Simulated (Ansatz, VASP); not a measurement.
## TiN in VASP and in Ansatz

```
Ti N
1.0
     0.00000    2.08582    2.08582
     2.08582    0.00000    2.08582
     2.08582    2.08582    0.00000
Ti N
1 1
Direct
  0.00000 0.00000 0.00000
  0.50000 0.50000 0.50000
```

Alike in both runs: functional LDA; k mesh 16 × 16 × 16; occupations gaussian, width 0.1 eV; no spin polarisation.

Ansatz relaxed the structure, and its values are those at the end. VASP's run is a single point on that final structure, the one shown.

```csv
,VASP,Ansatz
version,VASP 6.6.1,Ansatz 0.2.0
potentials or method,"VASP PAW LDA potentials, release 64 (Ti_sv, N_h), cutoff 1330 eV","scalar-relativistic, plane waves, PAW"
valence electrons in the cell,17,17
```

```csv
,VASP,Ansatz,Ansatz less VASP
gap on the k mesh at the Fermi level (eV),none,none,-
pressure (GPa),1.0,0.0,-1.00
```

LDA's correlation is that of Perdew and Zunger in VASP and of Perdew and Wang (1992) in Ansatz. A gap of «none» marks a metal or a gap that the smearing closes.
